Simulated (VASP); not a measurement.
Runs of VASP 6.6.1 on Te2Mo. The structure is hexagonal, space group P6_3/mmc (No. 194). Conventional cell: a = 3.518 Å, b = 3.518 Å, c = 13.974 Å, α = 90.00°, β = 90.00°, γ = 120.00°. Within 3.6 Å of Te (site symmetry 3m) lie 3 Mo at 2.72 Å and 6 Te at 3.52 Å. Mo (site symmetry -6m2) has 6 Te at 2.72 Å and 6 Mo at 3.52 Å within 3.6 Å. 

| k mesh | gap on the mesh (eV) | pressure (GPa) | largest force (eV/Å) |
| --- | --- | --- | --- |
| 7 × 7 × 2 | (a) | -2.8 | 0.24 |
| 3 × 3 × 1 | (b) | -3.2 | (c) |
| 9 × 9 × 2 | 0.75 | -2.8 | 0.24 |
| 6 × 6 × 2 | 0.79 | -2.8 | 0.23 |
| 5 × 5 × 1 | 0.67 | -2.6 | 0.28 |

Alike in all rows: task single point; level LDA; potentials or basis VASP PAW LDA potentials, release 64 (Te, Mo_sv); no spin polarisation; cell as given; cutoff (eV) 520; smearing fermi-dirac 0.1 eV.

Task: Estimate the missing entries.

Result: (a) 0.81; (b) 0.99; (c) 0.54.

Caveats: some runs use coarse meshes; spin-orbit coupling is left out, which moves the levels of the heavy elements.

A k mesh can miss the band edges, and the runs leave out spin-orbit coupling on Mo, Te.
